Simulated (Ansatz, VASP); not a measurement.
**ZnS: VASP beside Ansatz**

```
CELL_PARAMETERS angstrom
0.00000 2.37966 2.37966
2.37966 0.00000 2.37966
2.37966 2.37966 0.00000
ATOMIC_POSITIONS crystal
Zn 0.00000 0.00000 0.00000
S 0.50000 0.50000 0.50000
```

Change from the starting cell: volume scaled by 0.88, PAW files.

Alike in both runs: task single point; functional LDA; k mesh 16 × 16 × 16; occupations fermi-dirac, width 0.08 eV; no spin polarisation.

```csv
,VASP,Ansatz
version,VASP 6.6.1,Ansatz 0.2.0
potentials or method,"VASP PAW LDA potentials, release 64 (Zn, S)","PAW with Ansatz's default frozen-core files, scalar-relativistic"
plane-wave cutoff (eV),500,420
valence electrons in the cell,18,18
```

```csv
,VASP,Ansatz,Ansatz less VASP
pressure (GPa),18.9,18.3,-0.57
```

LDA's correlation is that of Perdew and Zunger in VASP and of Perdew and Wang (1992) in Ansatz.
